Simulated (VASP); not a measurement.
# Ru (P6_3/mmc) in VASP: further runs

Runs on Ru. Level: LDA. Tasks: single point.

Everything below comes from runs of VASP 6.6.1. Logs are shortened: lines on timing, memory, paths and dates and some standing lists are left out, and cuts for length are marked.

## Step 1: The cell of the first run

The structure is hexagonal, space group P6_3/mmc (No. 194). Conventional cell: a = 2.672 Å, b = 2.672 Å, c = 4.229 Å, α = 90.00°, β = 90.00°, γ = 120.00°. Within 3.5 Å of Ru (site symmetry -6m2) lie 12 Ru at 2.62 to 2.67 Å.

## Step 2: Single point, LDA

The input, INCAR:

```
  PREC = Accurate
  ENCUT = 520
  EDIFF = 1E-6
  ISMEAR = -1
  SIGMA = 0.05
  LREAL = F
  LASPH = T
  NELM = 60
  ALGO = Normal
  ISIF = 2
  LWAVE = F
  LCHARG = T
  LELF = T
  LVHAR = T
  NBANDS = 21
```

The input, KPOINTS:

```
regular mesh
0
Gamma
  9 9 5
```

The input, POSCAR:

```
Ru
1.0
    2.6724726904      0.0000000000      0.0000000000
   -1.3362363452      2.3144292408      0.0000000000
    0.0000000000      0.0000000000      4.2291598813
Ru
2
Direct
    0.3333333333      0.6666666667      0.2500000000
    0.6666666667      0.3333333333      0.7500000000
```

Potentials or basis: VASP PAW LDA potentials, release 64 (Ru_pv).

On the command line:

```bash
> cat potpaw_LDA.64/Ru_pv/POTCAR > POTCAR
> mpirun -np 1 vasp_std > vasp.out
```

OUTCAR:

```text
PREC = Accurate
   ENCUT = 520
   EDIFF = 1E-6
   ISMEAR = -1
   LREAL = F
   LASPH = T
   NELM = 60
   ISIF = 2

 ion  position               nearest neighbor table
   1  0.333  0.667  0.250-   2 2.62   2 2.62   2 2.62   2 2.62   2 2.62   2 2.62
   2  0.667  0.333  0.750-   1 2.62   1 2.62   1 2.62   1 2.62   1 2.62   1 2.62

  LATTYP: Found a hexagonal cell.
 ALAT       =     2.6724726904
 C/A-ratio  =     1.5824894662

  Lattice vectors:

 A1 = (   2.6724726904,   0.0000000000,   0.0000000000)
 A2 = (  -1.3362363452,   2.3144292408,   0.0000000000)
 A3 = (   0.0000000000,   0.0000000000,   4.2291598813)

Analysis of symmetry for initial positions (statically):
=====================================================================
 Subroutine PRICEL returns:
 Original cell was already a primitive cell.

 Routine SETGRP: Setting up the symmetry group for a
 hexagonal supercell.

 Subroutine GETGRP returns: Found 24 space group operations
 (whereof 12 operations were pure point group operations)
 out of a pool of 24 trial point group operations.

The static configuration has the point symmetry D_3d.
 The point group associated with its full space group is D_6h.

Analysis of symmetry for dynamics (positions and initial velocities):
=====================================================================
 Subroutine PRICEL returns:
 Original cell was already a primitive cell.

 Routine SETGRP: Setting up the symmetry group for a
 hexagonal supercell.

 Subroutine GETGRP returns: Found 24 space group operations
 (whereof 12 operations were pure point group operations)
 out of a pool of 24 trial point group operations.

The dynamic configuration has the point symmetry D_3d.
 The point group associated with its full space group is D_6h.

 Subroutine INISYM returns: Found 24 space group operations
 (whereof 12 operations are pure point group operations),
 and found     1 'primitive' translations

----------------------------------------------------------------------------------------

                                     Primitive cell

  volume of cell :      26.1584

  direct lattice vectors                    reciprocal lattice vectors
     2.672472690  0.000000000  0.000000000     0.374185302  0.216035985  0.000000000
    -1.336236345  2.314429241  0.000000000     0.000000000  0.432071969  0.000000000
     0.000000000  0.000000000  4.229159881     0.000000000  0.000000000  0.236453581

  length of vectors
     2.672472690  2.672472690  4.229159881     0.432071969  0.432071969  0.236453581

  position of ions in fractional coordinates (direct lattice)
     0.333333333  0.666666667  0.250000000
     0.666666667  0.333333333  0.750000000

  ion indices of the primitive-cell ions
   primitive index   ion index
                 1           1
                 2           2

----------------------------------------------------------------------------------------

 KPOINTS: regular mesh

Automatic generation of k-mesh.
 Grid dimensions read from file:
 generate k-points for:    9    9    5

 Generating k-lattice:

  Cartesian coordinates                     Fractional coordinates (reciprocal lattice)
     0.041576145  0.024003998  0.000000000     0.111111111  0.000000000  0.000000000
     0.000000000  0.048007997  0.000000000     0.000000000  0.111111111  0.000000000
     0.000000000  0.000000000  0.047290716     0.000000000  0.000000000  0.200000000

  Length of vectors
     0.048007997  0.048007997  0.047290716

  Shift w.r.t. Gamma in fractional coordinates (k-lattice)
     0.000000000  0.000000000  0.000000000

 Subroutine IBZKPT returns following result:
 ===========================================

 Found     36 irreducible k-points:

 Following reciprocal coordinates:
            Coordinates               Weight
  0.000000  0.000000  0.000000      1.000000
  0.111111 -0.000000  0.000000      6.000000
  0.222222 -0.000000  0.000000      6.000000
  0.333333  0.000000  0.000000      6.000000
  0.444444 -0.000000  0.000000      6.000000
  0.111111  0.111111  0.000000      6.000000
[... 16 lines left out ...]
  0.333333  0.222222  0.200000     24.000000
  0.333333  0.333333  0.200000      4.000000
 [... further k-points ...]
   k-points           NKPTS =     36   k-points in BZ     NKDIM =     36   number of bands    NBANDS=     21
   number of dos      NEDOS =    301   number of ions     NIONS =      2
   total plane-waves  NPLWV =  12800
   dimension x,y,z NGX =    20 NGY =   20 NGZ =   32
   dimension x,y,z NGXF=    40 NGYF=   40 NGZF=   64
   ions per type =               2
   NGX,Y,Z   is equivalent  to a cutoff of  12.44, 12.44, 12.58 a.u.
   NGXF,Y,Z  is equivalent  to a cutoff of  24.88, 24.88, 25.16 a.u.
 SYSTEM =  unknown system
   PREC   = accura    normal or accurate (medium, high low for compatibility)
   ISTART =      0    job   : 0-new  1-cont  2-samecut
   ICHARG =      2    charge: 1-file 2-atom 10-const
   ISPIN  =      1    spin polarized calculation?
   LNONCOLLINEAR =      F non collinear calculations
   LSORBIT =      F    spin-orbit coupling
   LASPH  =      T    aspherical Exc in radial PAW
   ENCUT  =  520.0 eV  38.22 Ry    6.18 a.u.   4.97  4.97  7.86*2*pi/ulx,y,z
   NELM   =     60;   NELMIN=  2; NELMDL= -5     # of ELM steps
   EDIFF  = 0.1E-05   stopping-criterion for ELM
   LREAL  =      F    real-space projection
   EDIFFG = 0.1E-04   stopping-criterion for IOM
   NSW    =      0    number of steps for IOM
   IBRION =     -1    ionic relax: 0-MD 1-quasi-New 2-CG
   NFREE  =      0    steps in history (QN), initial steepest desc. (CG)
   ISIF   =      2    stress and relaxation
   ISYM   =      2    0-nonsym 1-usesym 2-fastsym
   POTIM  = 0.5000    time-step for ionic-motion
   TEBEG  =    0.0;   TEEND  =   0.0 temperature during run
   PSTRESS=    0.0 pullay stress
   NELECT =      28.0000    total number of electrons
   NUPDOWN=      -1.0000    fix difference up-down
   EMIN   =  10.00;   EMAX   =-10.00  energy-range for DOS
[... 5 lines left out ...]
     AMIX     =   0.40;   BMIX     =  1.00
     AMIX_MAG =   1.60;   BMIX_MAG =  1.00
  volume/ion in A,a.u.               =      13.08        88.26
  Fermi-wavevector in a.u.,A,eV,Ry     =   1.674649  3.164627 38.156840  2.804449
  Thomas-Fermi vector in A             =   2.759407
   LORBIT       =      0    0 simple, 1 ext, 2 COOP (PROOUT), +10 PAW based schemes
   GGA     = CA    functional components
   LHFCALC =     F    Hartree Fock is set to
   AEXX    =    0.0000 exact exchange contribution
   IVDW    =     0    specifies the selected vdW correction
   LEPSILON=     F    determine dielectric tensor
   LRPA    =     F    only Hartree local field effects (RPA)
 non-spin polarized calculation
  energy-cutoff  :      520.00
  volume of cell :       26.16
 maximum number of plane-waves:       717
 NGX is ok and might be reduce to    20
   NGX =  9   NGY =  9   NGZ = 15

 number of electron      27.9999992 magnetization

 Free energy of the ion-electron system (eV)
  ---------------------------------------------------
  ext. energy  EPLUGINS =         0.00000000
  ---------------------------------------------------
  free energy    TOTEN  =       -21.42269653 eV

  energy without entropy =      -21.41035378  energy(sigma->0) =      -21.41652515

 E-fermi :  13.5021     XC(G=0): -14.6124

 val. band max:       13.4844427204   @ k =   0.1111   0.1111   0.4000
 cond. band min:      13.5089467807   @ k =   0.0000   0.0000   0.4000
 fundamental gap:      0.0245040603
 Fermi energy:        13.5020892977

 k-point     1 :       0.0000    0.0000    0.0000
  band No.  band energies     occupation
      1     -30.2151      2.00000
      2     -29.1605      2.00000
      3     -29.1605      2.00000
      4     -28.9668      2.00000
      5     -28.9668      2.00000
      6     -28.9017      2.00000
[... 13 lines left out ...]
     20      23.3159      0.00000
     21      24.1411      0.00000

 k-point     2 :       0.1111   -0.0000    0.0000
  band No.  band energies     occupation
      1     -30.1674      2.00000
      2     -29.2619      2.00000
      3     -29.1944      2.00000
      4     -29.0720      2.00000
      5     -28.9807      2.00000
      6     -28.9241      2.00000
[... 13 lines left out ...]
     20      23.3158      0.00000
     21      24.0649      0.00000

 k-point     3 :       0.2222   -0.0000    0.0000
  band No.  band energies     occupation
      1     -30.0356      2.00000
      2     -29.5185      2.00000
      3     -29.3287      2.00000
      4     -29.2759      2.00000
      5     -29.0192      2.00000
      6     -28.9913      2.00000
[... 13 lines left out ...]
     20      23.3157      0.00000
     21      23.8179      0.00000

 k-point     4 :       0.3333    0.0000    0.0000
  band No.  band energies     occupation
      1     -29.8538      2.00000
      2     -29.8092      2.00000
      3     -29.6057      2.00000
      4     -29.3638      2.00000
      5     -29.0991      2.00000
      6     -29.0665      2.00000
[... 13 lines left out ...]
     20      23.3153      0.00000
     21      23.4777      0.00000

 k-point     5 :       0.4444   -0.0000    0.0000
  band No.  band energies     occupation
      1     -29.9975      2.00000
      2     -29.7792      2.00000
      3     -29.6908      2.00000
      4     -29.4191      2.00000
      5     -29.2135      2.00000
      6     -29.0987      2.00000
[... 13 lines left out ...]
     20      23.3150      0.00000
     21      24.5731      0.00000
[... 382 lines left out ...]
     20      23.3136      0.00000
     21      24.7777      0.00000

 k-point    22 :       0.2222    0.2222    0.2000
  band No.  band energies     occupation
      1     -29.9117      2.00000
      2     -29.8106      2.00000
      3     -29.5127      2.00000
      4     -29.4718      2.00000
      5     -29.2532      2.00000
      6     -29.1175      2.00000
[... 13 lines left out ...]
     20      23.3151      0.00000
     21      25.3690      0.00000

 k-point    23 :       0.3333    0.2222    0.2000
  band No.  band energies     occupation
      1     -29.9489      2.00000
      2     -29.8345      2.00000
      3     -29.6387      2.00000
      4     -29.4252      2.00000
      5     -29.3466      2.00000
      6     -29.1942      2.00000
[... 13 lines left out ...]
     20      23.3145      0.00000
     21      24.1398      0.00000

 k-point    24 :       0.3333    0.3333    0.2000
  band No.  band energies     occupation
      1     -29.8256      2.00000
      2     -29.8048      2.00000
      3     -29.8048      2.00000
      4     -29.4864      2.00000
      5     -29.2896      2.00000
      6     -29.2896      2.00000
[... 13 lines left out ...]
     20      23.3162      0.00000
     21      23.3162      0.00000

 [... further k-points ...]
[... 5 lines left out ...]
  --------------------------------------------------------------------------------------
  -------------------------------------------------------------------------------------
  Total        0.1596005      0.1596005      0.1586250     -0.0000000      0.0000000      0.0000000
  in kB        9.7753774      9.7753774      9.7156268     -0.0000000      0.0000000      0.0000000
  external PRESSURE =       9.7554606 kB  Pullay stress =       0.0000000 kB

 VOLUME and BASIS-vectors are now :
 -----------------------------------------------------------------------------
  energy-cutoff  :      520.00
  volume of cell :       26.16
      direct lattice vectors                 reciprocal lattice vectors
     2.672472690  0.000000000  0.000000000     0.374185302  0.216035985  0.000000000
    -1.336236345  2.314429241  0.000000000     0.000000000  0.432071969  0.000000000
     0.000000000  0.000000000  4.229159881     0.000000000  0.000000000  0.236453581

 POSITION                                       TOTAL-FORCE (eV/Angst)
 -----------------------------------------------------------------------------------
     -0.00000      1.54295      1.05729         0.000000     -0.000000      0.000000
      1.33624      0.77148      3.17187        -0.000000      0.000000      0.000000
 -----------------------------------------------------------------------------------
    total drift:                               -0.000000      0.000000     -0.000000

  FREE ENERGIE OF THE ION-ELECTRON SYSTEM (eV)
  ---------------------------------------------------
  free  energy   TOTEN  =       -21.4226965300 eV

  energy  without entropy=      -21.4103537756  energy(sigma->0) =      -21.41652515
```

It took 6.2 s on 1 thread of Intel Xeon 6975P-C (Granite Rapids), shared host; peak memory 0.13 GiB.

What came out:

| Quantity | Value |
| --- | --- |
| Free energy | -21.4227 eV |
| Pressure | 1.0 GPa |
| Band gap on the k mesh | zero (band 14 reaches 14.95 eV, above the bottom of band 15 at 11.70 eV) |

Levels at points of the mesh, in eV from the Fermi level:
```tsv
k point	band 10	band 11	band 12	band 13	band 14	band 15	band 16	band 17	band 18	band 19
(0.00, 0.00, 0.00)	-2.89	-2.69	-2.16	-2.16	-1.58	-1.58	1.15	1.15	1.24	9.81
```

## Step 3: Single point, LDA

This run uses another cell than the first one, of 12.95 Å³/atom, 0.990 times its volume.

The input, INCAR:

```
SYSTEM = Ru
ALGO = Normal
EDIFF = 1E-7
ENCUT = 520
GGA = CA
ISIF = 2
ISMEAR = -1
LASPH = .TRUE.
LCHARG = .TRUE.
LELF = .TRUE.
LREAL = .FALSE.
LVHAR = .TRUE.
LWAVE = .FALSE.
NBANDS = 21
NELM = 80
PREC = Accurate
SIGMA = 0.05
```

The input, KPOINTS:

```
k-points
0
G
  10 10 5
  0 0 0
```

The input, POSCAR:

```
Ru
1.0
    2.6635345878      0.0000000000      0.0000000000
   -1.3317672939      2.3066886169      0.0000000000
    0.0000000000      0.0000000000      4.2150154283
Ru
2
Direct
    0.3333333333      0.6666666667      0.2500000000
    0.6666666667      0.3333333333      0.7500000000
```

Potentials or basis: VASP PAW LDA potentials, release 64 (Ru_pv).

On the command line:

```bash
> cat potpaw_LDA.64/Ru_pv/POTCAR > POTCAR
> mpirun -np 1 vasp_std > vasp.out
```

OUTCAR:

```text
SYSTEM = Ru
   EDIFF = 1E-7
   ENCUT = 520
   GGA = CA
   ISIF = 2
   ISMEAR = -1
   LASPH = .TRUE.
   LREAL = .FALSE.
   NELM = 80
   PREC = Accurate

 ion  position               nearest neighbor table
   1  0.333  0.667  0.250-   2 2.61   2 2.61   2 2.61   2 2.61   2 2.61   2 2.61
   2  0.667  0.333  0.750-   1 2.61   1 2.61   1 2.61   1 2.61   1 2.61   1 2.61

  LATTYP: Found a hexagonal cell.
 ALAT       =     2.6635345878
 C/A-ratio  =     1.5824894663

  Lattice vectors:

 A1 = (   2.6635345878,   0.0000000000,   0.0000000000)
[... 190 lines left out ...]
      3     -28.9501      2.00000
      4     -28.7501      2.00000
      5     -28.7501      2.00000
      6     -28.7164      2.00000
[... 565 lines left out ...]
     20      23.5270      0.00000
     21      24.6425      0.00000

 [... further k-points ...]
[... 5 lines left out ...]
  --------------------------------------------------------------------------------------
  -------------------------------------------------------------------------------------
  Total        1.0582283      1.0582283      0.3532698     -0.0000000      0.0000000     -0.0000000
  in kB       65.4701705     65.4701705     21.8559974     -0.0000000      0.0000000     -0.0000000
  external PRESSURE =      50.9321128 kB  Pullay stress =       0.0000000 kB

 VOLUME and BASIS-vectors are now :
 -----------------------------------------------------------------------------
  energy-cutoff  :      520.00
  volume of cell :       25.90
      direct lattice vectors                 reciprocal lattice vectors
     2.663534588  0.000000000  0.000000000     0.375440967  0.216760943  0.000000000
    -1.331767294  2.306688617  0.000000000     0.000000000  0.433521886  0.000000000
     0.000000000  0.000000000  4.215015428     0.000000000  0.000000000  0.237247056

 POSITION                                       TOTAL-FORCE (eV/Angst)
 -----------------------------------------------------------------------------------
     -0.00000      1.53779      1.05375        -0.000000      0.000000      0.000000
      1.33177      0.76890      3.16126         0.000000     -0.000000      0.000000
 -----------------------------------------------------------------------------------
    total drift:                                0.000000     -0.000000      0.000000

  FREE ENERGIE OF THE ION-ELECTRON SYSTEM (eV)
  ---------------------------------------------------
  free  energy   TOTEN  =       -21.3834463543 eV

  energy  without entropy=      -21.3629945629  energy(sigma->0) =      -21.37322046
```

OSZICAR:

```text
N       E                     dE             d eps       ncg     rms          rms(c)
DAV:   1     0.287475583319E+03    0.28748E+03   -0.17316E+04  1772   0.149E+03
DAV:   2    -0.169353619356E+02   -0.30441E+03   -0.29520E+03  1824   0.451E+02
DAV:   3    -0.227799328875E+02   -0.58446E+01   -0.58123E+01  2104   0.702E+01
DAV:   4    -0.228236973228E+02   -0.43764E-01   -0.43675E-01  2208   0.581E+00
DAV:   5    -0.228242592847E+02   -0.56196E-03   -0.55828E-03  1998   0.556E-01    0.206E+01
DAV:   6    -0.214883874596E+02    0.13359E+01   -0.30147E+00  2004   0.167E+01    0.578E+00
DAV:   7    -0.213950017548E+02    0.93386E-01   -0.36746E-01  1979   0.449E+00    0.129E+00
DAV:   8    -0.213833577090E+02    0.11644E-01   -0.18898E-02  1884   0.137E+00    0.105E-01
DAV:   9    -0.213834241567E+02   -0.66448E-04   -0.13008E-04  2029   0.113E-01    0.272E-02
DAV:  10    -0.213834466954E+02   -0.22539E-04   -0.67770E-06  1929   0.224E-02    0.411E-03
DAV:  11    -0.213834463912E+02    0.30422E-06   -0.18268E-06  2034   0.135E-02    0.200E-03
DAV:  12    -0.213834463543E+02    0.36857E-07   -0.87193E-08  1162   0.328E-03
   1 F= -.21383446E+02 E0= -.21373220E+02  d E =-.204518E-01
```

It took 7.3 s on 1 thread of Intel Xeon 6975P-C (Granite Rapids), shared host; peak memory 0.13 GiB.

Results:

```yaml
Free_energy: -21.3834 eV
Pressure: 5.1 GPa
Band_gap_on_the_k_mesh: zero (band 14 reaches 15.18 eV, above the bottom of band 15 at 11.85 eV)
```
